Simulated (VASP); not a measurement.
Set up this calculation in VASP 6.6.1, as the native input.

```yaml
Task: single point
Functional: PBEsol
Potentials_or_basis: VASP PAW PBE potentials, release 64 (Al, Ni)
Cutoff: 600 eV
k_mesh: 16 × 16 × 16
Occupations: methfessel-paxton, width 0.1 eV
Spin: no spin polarisation
Dipole_correction: no
Further_INCAR_settings: ALGO = Normal; EDIFF = 1e-06; NBANDS = 14
```

The structure of AlNi lies in POSCAR:

```
AlNi
1.0
    2.8618528280      0.0000000000      0.0000000000
    0.0000000000      2.8618528280      0.0000000000
    0.0000000000      0.0000000000      2.8618528280
Al Ni
1 1
Direct
    0.0000000000      0.0000000000      0.0000000000
    0.5000000000      0.5000000000      0.5000000000
```

These files were run (other wordings do the same):

INCAR

```
SYSTEM = AlNi
PREC = Accurate
ENCUT = 600
EDIFF = 1E-6
ISMEAR = 1
SIGMA = 0.1
LREAL = .False.
LASPH = .True.
NELM = 120
ALGO = Normal
ISIF = 2
LWAVE = .False.
LCHARG = .True.
GGA = PS
LELF = .True.
LVHAR = .True.
NBANDS = 14
GGA_COMPAT = .False.
```

KPOINTS

```
Automatic mesh
0
Gamma
  16 16 16
  0 0 0
```

Potentials or basis: VASP PAW PBE potentials, release 64 (Al, Ni).

The run is started by

```console
$ cat potpaw_PBE.64/Al/POTCAR potpaw_PBE.64/Ni/POTCAR > POTCAR
$ mpirun -np 1 vasp_std > vasp.out
```

Results of the run:

```json
{
  "Pressure": "0.2 GPa",
  "Band gap on the k mesh": "zero (an odd number of electrons rules out a gap without spin polarisation)"
}
```

Caveat: the PAW data sets were made with another functional, which shifts forces and pressure a little.

Wall time 60 s on 1 thread of Intel Xeon 8259CL, on a shared host, peak memory 0.19 GiB.
